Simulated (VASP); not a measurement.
# BN (P6_3/mmc) in VASP: relaxation of cell and atoms with r2SCAN

Aim: the relaxation of cell and atoms of BN with r2SCAN.

Everything below comes from runs of VASP 6.6.1. Logs are shortened: lines on timing, memory, paths and dates and some standing lists are left out, and cuts for length are marked.

## 1. The cell of the first run

Symmetry: P6_3/mmc, No. 194, hexagonal system. The conventional cell has a = 2.512 Å, b = 2.512 Å, c = 8.327 Å, α = 90.00°, β = 90.00°, γ = 120.00°. Within 1.9 Å of B (site symmetry -6m2) lie 3 N at 1.45 Å. Within 1.9 Å of N (site symmetry -6m2) lie 3 B at 1.45 Å.

## 2. Relaxation of cell and atoms, r2SCAN

Contents of POSCAR:

```
BN
1.0
    2.5121668516      0.0000000000      0.0000000000
   -1.2560834258      2.1756003120      0.0000000000
    0.0000000000      0.0000000000      8.3272229898
B N
2 2
Direct
    0.3333333333      0.6666666667      0.2500000000
    0.6666666667      0.3333333333      0.7500000000
    0.6666666667      0.3333333333      0.2500000000
    0.3333333333      0.6666666667      0.7500000000
```

Contents of INCAR.step1:

```
SYSTEM = BN
ALGO     = Normal         ! electronic algorithm
EDIFF    = 1E-5           ! SCF threshold, eV
EDIFFG   = -0.005         ! ionic threshold
ENCUT    = 660            ! plane-wave cutoff, eV
GGA      = PE             ! functional
GGA_COMPAT= .False.      
IBRION   = 2              ! ionic algorithm
ISIF     = 3              ! what is computed and relaxed
ISMEAR   = -1             ! smearing method
LASPH    = .True.         ! aspherical terms in the spheres
LCHARG   = .False.        ! write CHGCAR
LREAL    = .False.        ! projectors in reciprocal space
LWAVE    = .True.         ! write WAVECAR
NELM     = 120            ! most SCF steps
NELMIN   = 4            
NSW      = 100            ! ionic steps
PREC     = Accurate       ! precision mode
SIGMA    = 0.02           ! smearing width, eV
```

Contents of INCAR.step2:

```
SYSTEM = BN
ALGO     = Normal         ! electronic algorithm
EDIFF    = 1E-7           ! SCF threshold, eV
EDIFFG   = -0.005         ! ionic threshold
ENCUT    = 660            ! plane-wave cutoff, eV
GGA_COMPAT= .False.      
IBRION   = 2              ! ionic algorithm
ISIF     = 3              ! what is computed and relaxed
ISMEAR   = -1             ! smearing method
ISTART   = 1            
LASPH    = .True.         ! aspherical terms in the spheres
LCHARG   = .False.        ! write CHGCAR
LMIXTAU  = .True.       
LREAL    = .False.        ! projectors in reciprocal space
LWAVE    = .False.        ! write WAVECAR
METAGGA  = R2SCAN         ! meta-GGA
NELM     = 120            ! most SCF steps
NELMIN   = 4            
NSW      = 80             ! ionic steps
PREC     = Accurate       ! precision mode
SIGMA    = 0.02           ! smearing width, eV
```

Contents of KPOINTS:

```
k-points
0
Gamma
  12 12 4
  0 0 0
```

Potentials or basis: VASP PAW PBE potentials, release 64 (B, N).

Command:

```
> cat potpaw_PBE.64/B/POTCAR potpaw_PBE.64/N/POTCAR > POTCAR
> cp INCAR.step1 INCAR
> mpirun -np 1 vasp_std > vasp.out
> cp INCAR.step2 INCAR
> mpirun -np 1 vasp_std > vasp.out
```

OUTCAR:

```text
SYSTEM = BN
   EDIFF = 1E-7
   EDIFFG = -0.005
   ENCUT = 660
   IBRION = 2
   ISIF = 3
   ISMEAR = -1
   ISTART = 1
   LASPH = .True.
   LREAL = .False.
   METAGGA = R2SCAN
   NELM = 120
   NELMIN = 4
   NSW = 80
   PREC = Accurate

 ion  position               nearest neighbor table
   1  0.333  0.667  0.250-   3 1.45   3 1.45   3 1.45
   2  0.667  0.333  0.750-   4 1.45   4 1.45   4 1.45
   3  0.667  0.333  0.250-   1 1.45   1 1.45   1 1.45
   4  0.333  0.667  0.750-   2 1.45   2 1.45   2 1.45

  LATTYP: Found a hexagonal cell.
 ALAT       =     2.5121668516
 C/A-ratio  =     3.3147571327

  Lattice vectors:

 A1 = (   2.5121668516,   0.0000000000,   0.0000000000)
 A2 = (  -1.2560834258,   2.1756003120,   0.0000000000)
 A3 = (   0.0000000000,   0.0000000000,   8.3272229898)

Analysis of symmetry for initial positions (statically):
=====================================================================
 Subroutine PRICEL returns:
 Original cell was already a primitive cell.

 Routine SETGRP: Setting up the symmetry group for a
 hexagonal supercell.

 Subroutine GETGRP returns: Found 24 space group operations
 (whereof 12 operations were pure point group operations)
 out of a pool of 24 trial point group operations.

The static configuration has the point symmetry D_3d.
 The point group associated with its full space group is D_6h.

Analysis of symmetry for dynamics (positions and initial velocities):
=====================================================================
 Subroutine PRICEL returns:
 Original cell was already a primitive cell.

 Routine SETGRP: Setting up the symmetry group for a
 hexagonal supercell.

 Subroutine GETGRP returns: Found 24 space group operations
 (whereof 12 operations were pure point group operations)
 out of a pool of 24 trial point group operations.

The dynamic configuration has the point symmetry D_3d.
 The point group associated with its full space group is D_6h.

 Subroutine INISYM returns: Found 24 space group operations
 (whereof 12 operations are pure point group operations),
 and found     1 'primitive' translations

----------------------------------------------------------------------------------------

                                     Primitive cell

  volume of cell :      45.5122

  direct lattice vectors                    reciprocal lattice vectors
     2.512166852  0.000000000  0.000000000     0.398062732  0.229821625  0.000000000
    -1.256083426  2.175600312  0.000000000     0.000000000  0.459643251  0.000000000
     0.000000000  0.000000000  8.327222990     0.000000000  0.000000000  0.120088054

  length of vectors
     2.512166852  2.512166852  8.327222990     0.459643251  0.459643251  0.120088054

  position of ions in fractional coordinates (direct lattice)
     0.333333333  0.666666667  0.250000000
     0.666666667  0.333333333  0.750000000
     0.666666667  0.333333333  0.250000000
     0.333333333  0.666666667  0.750000000

  ion indices of the primitive-cell ions
   primitive index   ion index
                 1           1
                 2           2
                 3           3
                 4           4

----------------------------------------------------------------------------------------

 KPOINTS: k-points

Automatic generation of k-mesh.
 Grid dimensions read from file:
 generate k-points for:   12   12    4

 Generating k-lattice:

  Cartesian coordinates                     Fractional coordinates (reciprocal lattice)
     0.033171894  0.019151802  0.000000000     0.083333333  0.000000000  0.000000000
     0.000000000  0.038303604  0.000000000     0.000000000  0.083333333  0.000000000
     0.000000000  0.000000000  0.030022013     0.000000000  0.000000000  0.250000000

  Length of vectors
     0.038303604  0.038303604  0.030022013

  Shift w.r.t. Gamma in fractional coordinates (k-lattice)
     0.000000000  0.000000000  0.000000000

 Subroutine IBZKPT returns following result:
 ===========================================

 Found     57 irreducible k-points:

 Following reciprocal coordinates:
            Coordinates               Weight
  0.000000  0.000000  0.000000      1.000000
  0.083333 -0.000000  0.000000      6.000000
  0.166667  0.000000  0.000000      6.000000
  0.250000 -0.000000  0.000000      6.000000
  0.333333  0.000000  0.000000      6.000000
  0.416667 -0.000000  0.000000      6.000000
[... 16 lines left out ...]
  0.250000 -0.000000  0.250000     12.000000
  0.333333  0.000000  0.250000     12.000000
 [... further k-points ...]
   k-points           NKPTS =     57   k-points in BZ     NKDIM =     57   number of bands    NBANDS=     12
   number of dos      NEDOS =    301   number of ions     NIONS =      4
   total plane-waves  NPLWV =  40320
   dimension x,y,z NGX =    24 NGY =   24 NGZ =   70
   dimension x,y,z NGXF=    48 NGYF=   48 NGZF=  140
   ions per type =               2   2
   NGX,Y,Z   is equivalent  to a cutoff of  15.88, 15.88, 13.97 a.u.
   NGXF,Y,Z  is equivalent  to a cutoff of  31.76, 31.76, 27.95 a.u.
 SYSTEM =  BN
   PREC   = accura    normal or accurate (medium, high low for compatibility)
   ISTART =      1    job   : 0-new  1-cont  2-samecut
   ICHARG =      0    charge: 1-file 2-atom 10-const
   ISPIN  =      1    spin polarized calculation?
   LNONCOLLINEAR =      F non collinear calculations
   LSORBIT =      F    spin-orbit coupling
   LASPH  =      T    aspherical Exc in radial PAW
   ENCUT  =  660.0 eV  48.51 Ry    6.96 a.u.   5.26  5.26 17.44*2*pi/ulx,y,z
   NELM   =    120;   NELMIN=  4; NELMDL=  0     # of ELM steps
   EDIFF  = 0.1E-06   stopping-criterion for ELM
   LREAL  =      F    real-space projection
   EDIFFG = -.5E-02   stopping-criterion for IOM
   NSW    =     80    number of steps for IOM
   IBRION =      2    ionic relax: 0-MD 1-quasi-New 2-CG
   NFREE  =      1    steps in history (QN), initial steepest desc. (CG)
   ISIF   =      3    stress and relaxation
   ISYM   =      2    0-nonsym 1-usesym 2-fastsym
   POTIM  = 0.5000    time-step for ionic-motion
   TEBEG  =    0.0;   TEEND  =   0.0 temperature during run
   PSTRESS=    0.0 pullay stress
   NELECT =      16.0000    total number of electrons
   NUPDOWN=      -1.0000    fix difference up-down
   EMIN   =  10.00;   EMAX   =-10.00  energy-range for DOS
   EFERMI =   0.00;   METHOD = LEGACY
   ISMEAR =    -1;   SIGMA  =   0.02  broadening in eV -4-tet -1-fermi 0-gaus
   EFERMI_NEDOS =   21; number of points for ismear=-14 and -15
   IALGO  =     38    algorithm
   IMIX   =      4    mixing-type and parameters
     AMIX     =   0.40;   BMIX     =  1.00
     AMIX_MAG =   1.60;   BMIX_MAG =  1.00
  volume/ion in A,a.u.               =      11.38        76.78
  Fermi-wavevector in a.u.,A,eV,Ry     =   1.155417  2.183422 18.163632  1.334989
  Thomas-Fermi vector in A             =   2.292046
   LORBIT       =      0    0 simple, 1 ext, 2 COOP (PROOUT), +10 PAW based schemes
   METAGGA = R2SCAN    functional components
   LHFCALC =     F    Hartree Fock is set to
   AEXX    =    0.0000 exact exchange contribution
   IVDW    =     0    specifies the selected vdW correction
   LEPSILON=     F    determine dielectric tensor
   LRPA    =     F    only Hartree local field effects (RPA)
 conjugate gradient relaxation of ions
 non-spin polarized calculation
  energy-cutoff  :      660.00
  volume of cell :       45.51
 maximum number of plane-waves:      1769
 NGX is ok and might be reduce to    24
   NGX = 11   NGY = 11   NGZ = 35

--------------------------------------- Ionic step        1  -------------------------------------------

 number of electron      15.9999998 magnetization

 Free energy of the ion-electron system (eV)
  ---------------------------------------------------
  ext. energy  EPLUGINS =         0.00000000
  ---------------------------------------------------
  free energy    TOTEN  =       -38.55864336 eV

  energy without entropy =      -38.55864336  energy(sigma->0) =      -38.55864336

------------------------ aborting loop because EDIFF is reached ----------------------------------------

  FORCE on cell =-STRESS in cart. coord.  units (eV):
  Direction    XX          YY          ZZ          XY          YZ          ZX
  --------------------------------------------------------------------------------------
  -------------------------------------------------------------------------------------
  Total       -0.9793253     -0.9793253     -0.2822024      0.0000000     -0.0000000      0.0000000
  in kB      -34.4754374    -34.4754374     -9.9344419      0.0000000     -0.0000000      0.0000000
  external PRESSURE =     -26.2951056 kB  Pullay stress =       0.0000000 kB
[... 95 lines left out ...]
  FREE ENERGIE OF THE ION-ELECTRON SYSTEM (eV)
  ---------------------------------------------------
  free  energy   TOTEN  =       -38.5628827042 eV

  energy  without entropy=      -38.5628827042  energy(sigma->0) =      -38.56288270

 E-fermi :   1.3268     XC(G=0):  -9.6845

 val. band max:        0.8646652144   @ k =   0.3333   0.3333   0.5000
 cond. band min:       5.6808287620   @ k =   0.0000   0.0000   0.0000
 fundamental gap:      4.8161635476
 Fermi energy:         1.3267832990

 k-point     1 :       0.0000    0.0000    0.0000
  band No.  band energies     occupation
      1     -17.8548      2.00000
      2     -17.7762      2.00000
      3      -4.9966      2.00000
      4      -4.0335      2.00000
      5      -0.4935      2.00000
      6      -0.4935      2.00000
      7      -0.4865      2.00000
      8      -0.4865      2.00000
      9       5.6808      0.00000
     10       9.8326      0.00000
     11      12.6039      0.00000
     12      13.2195      0.00000
[... 331 lines left out ...]
 k-point    24 :       0.3333    0.0000    0.2500
  band No.  band energies     occupation
      1     -15.8149      2.00000
      2     -15.7766      2.00000
      3      -6.3080      2.00000
      4      -6.2968      2.00000
      5      -2.8403      2.00000
      6      -2.8312      2.00000
      7      -2.0366      2.00000
      8      -1.5048      2.00000
      9       8.4491      0.00000
     10       8.6645      0.00000
     11       9.8111      0.00000
     12      11.6894      0.00000

 [... further k-points ...]

[... ionic steps 4 to 11 ...]

--------------------------------------- Ionic step       12  -------------------------------------------

 number of electron      15.9999999 magnetization

------------------------ aborting loop because EDIFF is reached ----------------------------------------
[... 71 lines left out ...]
--------------------------------------- Ionic step       14  -------------------------------------------

 number of electron      15.9999999 magnetization

 Free energy of the ion-electron system (eV)
  ---------------------------------------------------
  ext. energy  EPLUGINS =         0.00000000
  ---------------------------------------------------
  free energy    TOTEN  =       -38.60692455 eV

  energy without entropy =      -38.60692455  energy(sigma->0) =      -38.60692455

 E-fermi :   2.2473     XC(G=0): -10.5100

 val. band max:        1.7460736623   @ k =   0.3333   0.3333   0.5000
 cond. band min:       6.6673428760   @ k =   0.5000  -0.0000   0.0000
 fundamental gap:      4.9212692137
 Fermi energy:         2.2473422572

 k-point     1 :       0.0000    0.0000    0.0000
  band No.  band energies     occupation
      1     -17.0258      2.00000
      2     -16.8035      2.00000
      3      -4.4955      2.00000
      4      -2.6451      2.00000
      5       0.3948      2.00000
      6       0.3948      2.00000
      7       0.4222      2.00000
      8       0.4222      2.00000
      9       7.1456      0.00000
     10      14.0707      0.00000
     11      14.0707      0.00000
     12      14.1701      0.00000
[... 331 lines left out ...]
 k-point    24 :       0.3333    0.0000    0.2500
  band No.  band energies     occupation
      1     -14.9527      2.00000
      2     -14.8409      2.00000
      3      -5.4282      2.00000
      4      -5.3859      2.00000
      5      -1.9533      2.00000
      6      -1.9206      2.00000
      7      -1.3976      2.00000
      8      -0.3489      2.00000
      9       9.3009      0.00000
     10       9.7871      0.00000
     11      11.1867      0.00000
     12      12.7047      0.00000

 [... further k-points ...]

------------------------ aborting loop because EDIFF is reached ----------------------------------------

  FORCE on cell =-STRESS in cart. coord.  units (eV):
  Direction    XX          YY          ZZ          XY          YZ          ZX
  --------------------------------------------------------------------------------------
  -------------------------------------------------------------------------------------
  Total       -0.0000208     -0.0000208     -0.0051796      0.0000000     -0.0000000      0.0000000
  in kB       -0.0008928     -0.0008928     -0.2226235      0.0000000     -0.0000000      0.0000000
  external PRESSURE =      -0.0748030 kB  Pullay stress =       0.0000000 kB
[... 19 lines left out ...]
  FREE ENERGIE OF THE ION-ELECTRON SYSTEM (eV)
  ---------------------------------------------------
  free  energy   TOTEN  =       -38.6069245474 eV

  energy  without entropy=      -38.6069245474  energy(sigma->0) =      -38.60692455

 reached required accuracy - stopping structural energy minimisation
```

It took 16 min on 1 thread of Intel Xeon 6975P-C (Granite Rapids), shared host; peak memory 0.23 GiB.

What came out:

| Item | Value |
| --- | --- |
| Free energy | -38.6069 eV |
| Relaxed volume | 9.32 Å³/atom |
| Relaxed cell | a = 2.503 Å, b = 2.503 Å, c = 6.872 Å, α = 90.00°, β = 90.00°, γ = 120.00° |
| Space group after relaxing (to 0.1 Å) | P6_3/mmc (No. 194) |
| Energy gained by relaxing | 12.1 meV/atom |
| Ionic steps | 14 |
| Pressure after relaxing | 0.0 GPa |
| Band gap on the k mesh | 4.92 eV (least direct gap 5.36 eV) |

The path:
```
step  energy change (eV)  largest force (eV/Å)  pressure (GPa)  volume (Å³)
   1              0.0000                0.0000           -2.63        45.51
   2              0.0110                0.0000            4.53        44.29
   3             -0.0042                0.0000           -0.25        45.09
   4             -0.0051                0.0000           -0.25        44.95
   5             -0.0077                0.0000           -0.26        44.54
   6             -0.0132                0.0000           -0.28        43.71
   7             -0.0247                0.0000           -0.28        42.06
   8             -0.0447                0.0000           -0.13        38.76
   9              0.0423                0.0000            2.77        32.16
  10             -0.0470                0.0000           -0.06        38.13
  11             -0.0482                0.0000            0.13        37.01
  12             -0.0483                0.0000            0.08        37.27
  13             -0.0448                0.0000           -2.64        37.56
  14             -0.0483                0.0000           -0.01        37.28
```

Final structure:
```yaml
crystal:
  lattice:
    - [2.50266, 0.00000, 0.00000]
    - [-1.25133, 2.16737, 0.00000]
    - [0.00000, 0.00000, 6.87225]
  atoms:
    - { symbol: B, position: [0.33333, 0.66667, 0.25000] }
    - { symbol: B, position: [0.66667, 0.33333, 0.75000] }
    - { symbol: N, position: [0.66667, 0.33333, 0.25000] }
    - { symbol: N, position: [0.33333, 0.66667, 0.75000] }
```

Levels at points of the mesh, in eV from the valence-band top:
| k point | band 6 | band 7 | band 8 | band 9 | band 10 | band 11 |
| --- | --- | --- | --- | --- | --- | --- |
| (0.00, 0.00, 0.00) | -1.35 | -1.32 | -1.32 | 5.40 | 12.32 | 12.32 |
| (0.50, 0.00, 0.00) | -4.24 | -1.35 | -0.51 | 4.92 | 6.19 | 10.19 |
| (0.00, 0.00, 0.50) | -1.34 | -1.34 | -1.34 | 7.70 | 7.70 | 12.37 |
| (0.50, 0.00, 0.50) | -4.26 | -0.92 | -0.92 | 5.36 | 5.36 | 10.62 |

Caveat: the volume moved by over 15 % at a fixed basis, so the end points are rough; the PAW data sets were made with another functional, which shifts forces and pressure a little.
